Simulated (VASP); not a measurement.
A run of VASP 6.6.1 is set up as follows.

File INCAR:

```
SYSTEM = Rh
ALGO     = Fast           ! electronic algorithm
EDIFF    = 1E-7           ! SCF threshold, eV
ENCUT    = 520            ! plane-wave cutoff, eV
GGA      = PS             ! functional
ISIF     = 2              ! what is computed and relaxed
ISMEAR   = 0              ! smearing method
LASPH    = .TRUE.         ! aspherical terms in the spheres
LCHARG   = .TRUE.         ! write CHGCAR
LELF     = .TRUE.         ! ELF
LREAL    = .FALSE.        ! projectors in reciprocal space
LVHAR    = .TRUE.       
LWAVE    = .FALSE.        ! write WAVECAR
NBANDS   = 22             ! bands
NELM     = 80             ! most SCF steps
PREC     = Accurate       ! precision mode
SIGMA    = 0.1            ! smearing width, eV
```

File KPOINTS:

```
k-points
0
G
  24 24 12
  0 0 0
```

The input POSCAR:

```
Rh
1.0
    2.5274119196      0.0000000000      0.0000000000
   -1.2637059598      2.1888029282      0.0000000000
    0.0000000000      0.0000000000      4.4848649728
Rh
2
Direct
    0.6666666667      0.3333333333      0.7500000000
    0.3333333333      0.6666666667      0.2500000000
```

Potentials or basis: VASP PAW PBE potentials, release 64 (Rh_pv).

Launch:

```bash
$ cat potpaw_PBE.64/Rh_pv/POTCAR > POTCAR
$ mpirun -np 1 vasp_std > vasp.out
```

Estimate the band gap on the k mesh.

zero (bands 15 and 16 overlap by 3.22 eV).

What does it give for the pressure?

35.6 GPa.

Stress tensor (GPa, compression positive):
```
49.41  0.00  0.00
 0.00 49.41  0.00
 0.00  0.00  8.00
```

Caveat: the cell differs from its parent crystal (biaxial strain in the a-b plane: -6.0 %); the cell stands under pressure; the PAW data sets were made with another functional, which shifts forces and pressure a little.
